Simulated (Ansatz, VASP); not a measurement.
Two plane-wave programs on C

The input INCAR:

```
SYSTEM = C
ALGO = Normal
EDIFF = 1E-6
ENCUT = 520
GGA = PE
ISIF = 2
ISMEAR = 0
IVDW = 12
LASPH = .TRUE.
LCHARG = .FALSE.
LREAL = .FALSE.
LWAVE = .FALSE.
NBANDS = 11
NELM = 100
PREC = Accurate
SIGMA = 0.03
```

Contents of KPOINTS:

```
k-points
0
G
  16 16 16
  0 0 0
```

File POSCAR:

```
C
1.0
    0.0000000000      2.0905313474      3.3285103516
    1.2076129663      0.0000000000      3.3285103516
    1.2076129663      2.0905313474      0.0000000000
C
2
Direct
    0.2018401999      0.7981598001      0.2018401999
    0.7981598001      0.2018401999      0.7981598001
```

Input for Ansatz:

```yaml
crystal:
  lattice:
    - [0.0, 2.0905313474, 3.3285103516]
    - [1.2076129663, 0.0, 3.3285103516]
    - [1.2076129663, 2.0905313474, 0.0]
  atoms:
    - { symbol: C, position: [0.2018401999, 0.7981598001, 0.2018401999] }
    - { symbol: C, position: [0.7981598001, 0.2018401999, 0.7981598001] }
basis:
  ecutwfc: 520.0
kpoints:
  mp_grid: { grid: [16, 16, 16] }
hamiltonian:
  xc: pbe
  pseudopotentials: { kind: paw, azcp: { folder: soft_1 } }
  dispersion: d3bj
scf:
  occupations: { method: gaussian, width: 0.03 }
output:
  forces: true
  stress: true
  eigenvalues: true
```

Alike in both runs: task single point; functional PBE; dispersion D3(BJ); k mesh 16 × 16 × 16; occupations gaussian, width 0.03 eV; no spin polarisation.

```csv
,VASP,Ansatz
version,VASP 6.6.1,Ansatz 0.2.0
potentials or method,"VASP PAW PBE potentials, release 64 (C), cutoff 520 eV","scalar-relativistic, plane waves, PAW"
valence electrons in the cell,8,8
```

|  | VASP | Ansatz | Ansatz less VASP |
| --- | --- | --- | --- |
| gap on the k mesh at the Fermi level (eV) | none | none | - |
| rms of the force components (eV/Å) | 5.324 | 5.335 | +0.0116 |

Atom by atom the forces differ by 0.012 eV/Å (rms over components). A gap of «none» marks a metal or a gap that the smearing closes.
